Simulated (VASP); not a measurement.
A run of VASP 6.6.1 is set up as follows.

Contents of INCAR:

```
SYSTEM = Os
PREC     = Accurate       ! precision mode
ENCUT    = 520            ! plane-wave cutoff, eV
EDIFF    = 1E-7           ! SCF threshold, eV
ISMEAR   = 0              ! smearing method
SIGMA    = 0.1            ! smearing width, eV
LREAL    = .False.        ! projectors in reciprocal space
LASPH    = .True.         ! aspherical terms in the spheres
NELM     = 100            ! most SCF steps
ALGO     = Fast           ! electronic algorithm
ISIF     = 2              ! what is computed and relaxed
LWAVE    = .False.        ! write WAVECAR
LCHARG   = .False.        ! write CHGCAR
GGA      = PE             ! functional
NBANDS   = 15             ! bands
```

Contents of KPOINTS:

```
Automatic mesh
0
Gamma
  24 24 24
  0 0 0
```

The input POSCAR:

```
Os
1.0
    1.3623500626      0.7865531754      4.7286072512
   -1.3623500626      0.7865531754      4.7286072512
    0.0000000000     -1.5731063508      4.7286072512
Os
2
Direct
    0.0920011953      0.0920011953      0.0920011953
    0.9079988047      0.9079988047      0.9079988047
```

Potentials or basis: VASP PAW PBE potentials, release 64 (Os).

Command:

```console
$ cat potpaw_PBE.64/Os/POTCAR > POTCAR
$ mpirun -np 1 vasp_std > vasp.out
```

Task: Estimate the band gap on the k mesh.

Result: Zero (bands 8 and 9 overlap by 2.98 eV).

Task: What does it give for the largest force?

Result: 0.029 eV/Å.

Task: What does it give for the pressure?

Result: -0.1 GPa.

Forces on the atoms (eV/Å):
```
Os   0.000  0.000 -0.029
Os   0.000  0.000  0.029
```

Caveat: spin-orbit coupling is left out, which moves the levels of the heavy elements.
